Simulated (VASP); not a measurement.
# Pt (Fd-3m) in VASP: single point with r2SCAN

Aim: the single point of Pt with r2SCAN.

All numbers are computed with VASP 6.6.1; they aren't measurements. Logs are shortened: lines on timing, memory, paths and dates and some standing lists are left out, and cuts for length are marked.

**1. The cell of the first run**

It takes space group Fd-3m (No. 227, cubic). The conventional cell has a = 5.738 Å, b = 5.738 Å, c = 5.738 Å, α = 90.00°, β = 90.00°, γ = 90.00°. Within 3.3 Å of Pt (site symmetry -43m) lie 4 Pt at 2.48 Å.

This isn't the form of Pt at room conditions, which is fcc.

**2. Single point, r2SCAN, collinear spin (23.62 Å³/atom)**

Contents of POSCAR:

```
Pt
1.0
    0.0000000000      2.8690380795      2.8690380795
    2.8690380795      0.0000000000      2.8690380795
    2.8690380795      2.8690380795      0.0000000000
Pt
2
Direct
    0.1250000000      0.1250000000      0.1250000000
    0.8750000000      0.8750000000      0.8750000000
```

Contents of INCAR.step1:

```
SYSTEM = Pt
PREC = Accurate
ENCUT = 520
ISMEAR = -1
SIGMA = 0.05
LREAL = .FALSE.
LASPH = .TRUE.
NELM = 150
ISPIN = 2
MAGMOM = -0.668 -0.668
LMAXMIX = 4
NBANDS = 21
GGA = PE
ALGO = Normal
EDIFF = 1E-4
LWAVE = .TRUE.
LCHARG = .FALSE.
```

Contents of INCAR.step2:

```
SYSTEM = Pt
PREC = Accurate
ENCUT = 520
EDIFF = 1E-7
ISMEAR = -1
SIGMA = 0.05
LREAL = .FALSE.
LASPH = .TRUE.
NELM = 150
ALGO = Normal
ISIF = 2
LWAVE = .FALSE.
LCHARG = .TRUE.
ISPIN = 2
MAGMOM = -0.668 -0.668
LORBIT = 11
LMAXMIX = 4
METAGGA = R2SCAN
LMIXTAU = .TRUE.
LELF = .TRUE.
LVHAR = .TRUE.
NBANDS = 21
ISTART = 1
```

Contents of KPOINTS:

```
Automatic mesh
0
G
  16 16 16
  0 0 0
```

Potentials or basis: VASP PAW PBE potentials, release 64 (Pt).

Started as:

```sh
$ cat potpaw_PBE.64/Pt/POTCAR > POTCAR
$ cp INCAR.step1 INCAR
$ mpirun -np 1 vasp_std > vasp.out
$ cp INCAR.step2 INCAR
$ mpirun -np 1 vasp_std > vasp.out
```

OUTCAR:

```text
SYSTEM = Pt
   PREC = Accurate
   ENCUT = 520
   EDIFF = 1E-7
   ISMEAR = -1
   LREAL = .FALSE.
   LASPH = .TRUE.
   NELM = 150
   ISIF = 2
   ISPIN = 2
   LORBIT = 11
   METAGGA = R2SCAN
   ISTART = 1

 ion  position               nearest neighbor table
   1  0.125  0.125  0.125-   2 2.48   2 2.48   2 2.48   2 2.48
   2  0.875  0.875  0.875-   1 2.48   1 2.48   1 2.48   1 2.48

  LATTYP: Found a face centered cubic cell.
 ALAT       =     5.7380761590

  Lattice vectors:

 A1 = (   0.0000000000,   2.8690380795,   2.8690380795)
 A2 = (   2.8690380795,   0.0000000000,   2.8690380795)
 A3 = (   2.8690380795,   2.8690380795,   0.0000000000)

Analysis of symmetry for initial positions (statically):
=====================================================================
 Subroutine PRICEL returns:
 Original cell was already a primitive cell.

 Routine SETGRP: Setting up the symmetry group for a
 face centered cubic supercell.

 Subroutine GETGRP returns: Found 48 space group operations
 (whereof 12 operations were pure point group operations)
 out of a pool of 48 trial point group operations.

The static configuration has the point symmetry D_3d.
 The point group associated with its full space group is O_h .

Analysis of symmetry for dynamics (positions and initial velocities):
=====================================================================
 Subroutine PRICEL returns:
 Original cell was already a primitive cell.

 Routine SETGRP: Setting up the symmetry group for a
 face centered cubic supercell.

 Subroutine GETGRP returns: Found 48 space group operations
 (whereof 12 operations were pure point group operations)
 out of a pool of 48 trial point group operations.

The dynamic configuration has the point symmetry D_3d.
 The point group associated with its full space group is O_h .

Analysis of structural, dynamic, and magnetic symmetry:
=====================================================================
 Subroutine PRICEL returns:
 Original cell was already a primitive cell.

 Routine SETGRP: Setting up the symmetry group for a
 face centered cubic supercell.

 Subroutine GETGRP returns: Found 48 space group operations
 (whereof 12 operations were pure point group operations)
 out of a pool of 48 trial point group operations.

The overall configuration has the point symmetry D_3d.
 The point group associated with its full space group is O_h .

 Subroutine INISYM returns: Found 48 space group operations
 (whereof 12 operations are pure point group operations),
 and found     1 'primitive' translations

----------------------------------------------------------------------------------------

                                     Primitive cell

  volume of cell :      47.2323

  direct lattice vectors                    reciprocal lattice vectors
     0.000000000  2.869038080  2.869038080    -0.174274438  0.174274438  0.174274438
     2.869038080  0.000000000  2.869038080     0.174274438 -0.174274438  0.174274438
     2.869038080  2.869038080  0.000000000     0.174274438  0.174274438 -0.174274438

  length of vectors
     4.057432563  4.057432563  4.057432563     0.301852182  0.301852182  0.301852182

  position of ions in fractional coordinates (direct lattice)
     0.125000000  0.125000000  0.125000000
     0.875000000  0.875000000  0.875000000

  ion indices of the primitive-cell ions
   primitive index   ion index
                 1           1
                 2           2

----------------------------------------------------------------------------------------

 KPOINTS: Automatic mesh

Automatic generation of k-mesh.
 Grid dimensions read from file:
 generate k-points for:   16   16   16

 Generating k-lattice:

  Cartesian coordinates                     Fractional coordinates (reciprocal lattice)
    -0.010892152  0.010892152  0.010892152     0.062500000  0.000000000  0.000000000
     0.010892152 -0.010892152  0.010892152     0.000000000  0.062500000  0.000000000
     0.010892152  0.010892152 -0.010892152     0.000000000  0.000000000  0.062500000

  Length of vectors
     0.018865761  0.018865761  0.018865761

  Shift w.r.t. Gamma in fractional coordinates (k-lattice)
     0.000000000  0.000000000  0.000000000

 Subroutine IBZKPT returns following result:
 ===========================================

 Found    145 irreducible k-points:

 Following reciprocal coordinates:
            Coordinates               Weight
  0.000000  0.000000  0.000000      1.000000
  0.062500  0.000000  0.000000      8.000000
  0.125000  0.000000  0.000000      8.000000
  0.187500  0.000000  0.000000      8.000000
  0.250000  0.000000  0.000000      8.000000
  0.312500  0.000000  0.000000      8.000000
[... 16 lines left out ...]
 -0.125000  0.062500  0.000000     24.000000
 -0.062500  0.062500  0.000000     12.000000
 [... further k-points ...]
   k-points           NKPTS =    145   k-points in BZ     NKDIM =    145   number of bands    NBANDS=     21
   number of dos      NEDOS =    301   number of ions     NIONS =      2
   total plane-waves  NPLWV =  27000
   dimension x,y,z NGX =    30 NGY =   30 NGZ =   30
   dimension x,y,z NGXF=    60 NGYF=   60 NGZF=   60
   ions per type =               2
   NGX,Y,Z   is equivalent  to a cutoff of  12.29, 12.29, 12.29 a.u.
   NGXF,Y,Z  is equivalent  to a cutoff of  24.58, 24.58, 24.58 a.u.
 SYSTEM =  Pt
   PREC   = accura    normal or accurate (medium, high low for compatibility)
   ISTART =      1    job   : 0-new  1-cont  2-samecut
   ICHARG =      0    charge: 1-file 2-atom 10-const
   ISPIN  =      2    spin polarized calculation?
   LNONCOLLINEAR =      F non collinear calculations
   LSORBIT =      F    spin-orbit coupling
   LASPH  =      T    aspherical Exc in radial PAW
   ENCUT  =  520.0 eV  38.22 Ry    6.18 a.u.   7.54  7.54  7.54*2*pi/ulx,y,z
   NELM   =    150;   NELMIN=  2; NELMDL=  0     # of ELM steps
   EDIFF  = 0.1E-06   stopping-criterion for ELM
   LREAL  =      F    real-space projection
   EDIFFG = 0.1E-05   stopping-criterion for IOM
   NSW    =      0    number of steps for IOM
   IBRION =     -1    ionic relax: 0-MD 1-quasi-New 2-CG
   NFREE  =      0    steps in history (QN), initial steepest desc. (CG)
   ISIF   =      2    stress and relaxation
   ISYM   =      2    0-nonsym 1-usesym 2-fastsym
   POTIM  = 0.5000    time-step for ionic-motion
   TEBEG  =    0.0;   TEEND  =   0.0 temperature during run
   PSTRESS=    0.0 pullay stress
   NELECT =      20.0000    total number of electrons
   NUPDOWN=      -1.0000    fix difference up-down
   EMIN   =  10.00;   EMAX   =-10.00  energy-range for DOS
   EFERMI =   0.00;   METHOD = LEGACY
   ISMEAR =    -1;   SIGMA  =   0.05  broadening in eV -4-tet -1-fermi 0-gaus
   EFERMI_NEDOS =   21; number of points for ismear=-14 and -15
   IALGO  =     38    algorithm
   IMIX   =      4    mixing-type and parameters
     AMIX     =   0.40;   BMIX     =  1.00
     AMIX_MAG =   1.60;   BMIX_MAG =  1.00
  volume/ion in A,a.u.               =      23.62       159.37
  Fermi-wavevector in a.u.,A,eV,Ry     =   1.229340  2.323115 20.562154  1.511276
  Thomas-Fermi vector in A             =   2.364231
   LORBIT       =     11    0 simple, 1 ext, 2 COOP (PROOUT), +10 PAW based schemes
   METAGGA = R2SCAN    functional components
   LHFCALC =     F    Hartree Fock is set to
   AEXX    =    0.0000 exact exchange contribution
   IVDW    =     0    specifies the selected vdW correction
   LEPSILON=     F    determine dielectric tensor
   LRPA    =     F    only Hartree local field effects (RPA)
 spin polarized calculation
  energy-cutoff  :      520.00
  volume of cell :       47.23
 maximum number of plane-waves:      1295
   NGX = 15   NGY = 15   NGZ = 15

 number of electron      20.0000005 magnetization      -1.4003182

 Free energy of the ion-electron system (eV)
  ---------------------------------------------------
  ext. energy  EPLUGINS =         0.00000000
  ---------------------------------------------------
  free energy    TOTEN  =      -100.82548927 eV

  energy without entropy =     -100.80572067  energy(sigma->0) =     -100.81560497

 E-fermi :   5.1051     XC(G=0): -11.2823

 val. band max:        5.1018343008   @ k =  -0.3750   0.1875   0.0625
 cond. band min:       5.1069241089   @ k =   0.3750   0.3125   0.0000
 fundamental gap:      0.0050898081
 Fermi energy:         5.1050830480

 spin component 1

 k-point     1 :       0.0000    0.0000    0.0000
  band No.  band energies     occupation
      1      -2.2292      1.00000
      2       0.5373      1.00000
      3       0.5373      1.00000
      4       0.7346      1.00000
      5       0.7346      1.00000
      6       0.7346      1.00000
[... 13 lines left out ...]
     20      19.0252      0.00000
     21      19.0252      0.00000
[... 529 lines left out ...]
 k-point    24 :      -0.0625    0.0625    0.0000
  band No.  band energies     occupation
      1      -2.0680      1.00000
      2       0.3498      1.00000
      3       0.4886      1.00000
      4       0.7289      1.00000
      5       0.8359      1.00000
      6       0.9746      1.00000
[... 13 lines left out ...]
     20      19.2494      0.00000
     21      20.1761      0.00000

 [... further k-points ...]

 spin component 2

 k-point     1 :       0.0000    0.0000    0.0000
  band No.  band energies     occupation
      1      -2.2570      1.00000
      2       0.0828      1.00000
      3       0.0828      1.00000
      4       0.2683      1.00000
      5       0.2683      1.00000
      6       0.2683      1.00000
[... 13 lines left out ...]
     20      18.9220      0.00000
     21      18.9220      0.00000
[... 529 lines left out ...]
 k-point    24 :      -0.0625    0.0625    0.0000
  band No.  band energies     occupation
      1      -2.0972      1.00000
      2      -0.1085      1.00000
      3       0.0305      1.00000
      4       0.2572      1.00000
      5       0.3715      1.00000
      6       0.5105      1.00000
[... 13 lines left out ...]
     20      19.1604      0.00000
     21      19.9847      0.00000

 [... further k-points ...]

------------------------ aborting loop because EDIFF is reached ----------------------------------------

  FORCE on cell =-STRESS in cart. coord.  units (eV):
  Direction    XX          YY          ZZ          XY          YZ          ZX
  --------------------------------------------------------------------------------------
  -------------------------------------------------------------------------------------
  Total        0.0079510      0.0079510      0.0079510      0.0000000     -0.0000000     -0.0000000
  in kB        0.2697065      0.2697065      0.2697065      0.0000000     -0.0000000     -0.0000000
  external PRESSURE =       0.2697065 kB  Pullay stress =       0.0000000 kB

 VOLUME and BASIS-vectors are now :
 -----------------------------------------------------------------------------
  energy-cutoff  :      520.00
  volume of cell :       47.23
      direct lattice vectors                 reciprocal lattice vectors
     0.000000000  2.869038080  2.869038080    -0.174274438  0.174274438  0.174274438
     2.869038080  0.000000000  2.869038080     0.174274438 -0.174274438  0.174274438
     2.869038080  2.869038080  0.000000000     0.174274438  0.174274438 -0.174274438

 POSITION                                       TOTAL-FORCE (eV/Angst)
 -----------------------------------------------------------------------------------
      0.71726      0.71726      0.71726         0.000000     -0.000000     -0.000000
      5.02082      5.02082      5.02082        -0.000000      0.000000      0.000000
 -----------------------------------------------------------------------------------
    total drift:                               -0.000000      0.000000      0.000000

  FREE ENERGIE OF THE ION-ELECTRON SYSTEM (eV)
  ---------------------------------------------------
  free  energy   TOTEN  =      -100.8254892716 eV

  energy  without entropy=     -100.8057206677  energy(sigma->0) =     -100.81560497

 total charge

# of ion       s       p       d       tot
------------------------------------------
    1        0.739   0.465   8.006   9.211
    2        0.739   0.465   8.006   9.211
--------------------------------------------------
tot          1.478   0.931  16.012  18.421

 magnetization (x)

# of ion       s       p       d       tot
------------------------------------------
    1        0.002   0.008  -0.690  -0.680
    2        0.002   0.008  -0.690  -0.680
--------------------------------------------------
tot          0.004   0.016  -1.379  -1.359
```

It took 14 min on 1 thread of AMD EPYC 9R45 (Zen 5), shared host; peak memory 0.31 GiB.

Results:

```yaml
Free_energy: -100.8255 eV
Pressure: 0.0 GPa
Net_moment: -1.40 μB per cell
Site_moments: Pt -0.68 μB
Valence_electrons_inside_the_program's_atomic_spheres: Pt 9.21
```

Caveat: the PAW data sets were made with another functional, which shifts forces and pressure a little; spin-orbit coupling is left out, which moves the levels of the heavy elements.
